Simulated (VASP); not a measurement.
Tl, 2 atoms in the cell. It takes space group P6_3/mmc (No. 194, hexagonal). The conventional cell has a = 3.444 Å, b = 3.444 Å, c = 5.507 Å, α = 90.00°, β = 90.00°, γ = 120.00°. Within 4.5 Å of Tl (site symmetry -6m2) lie 12 Tl at 3.40 to 3.44 Å.  This cell differs from its parent crystal: volume scaled by 0.99.

- Program: VASP 6.6.1
- Task: electric field gradients
- Functional: LDA
- Potentials or basis: VASP PAW LDA potentials, release 64 (Tl_d)
- Cutoff: 520 eV
- k mesh: 11 × 11 × 6
- Occupations: fermi-dirac, width 0.05 eV
- Spin: no spin polarisation
- Dipole correction: no
- Further INCAR settings: ALGO = Normal; EDIFF = 1e-08; NBANDS = 20

Potentials or basis: VASP PAW LDA potentials, release 64 (Tl_d).

Launch:

```sh
$ cat potpaw_LDA.64/Tl_d/POTCAR > POTCAR
$ mpirun -np 1 vasp_std > vasp.out
```

Hardware: 1 thread of Intel(R) Xeon(R) 6975P-C (Granite Rapids), with other jobs on the host.

Task: Estimate the wall time of this run.

Result: It took 21 s on 1 thread of Intel(R) Xeon(R) 6975P-C (Granite Rapids), on a shared host, peak memory 0.18 GiB. Counts: scf iterations 12, k points 64.
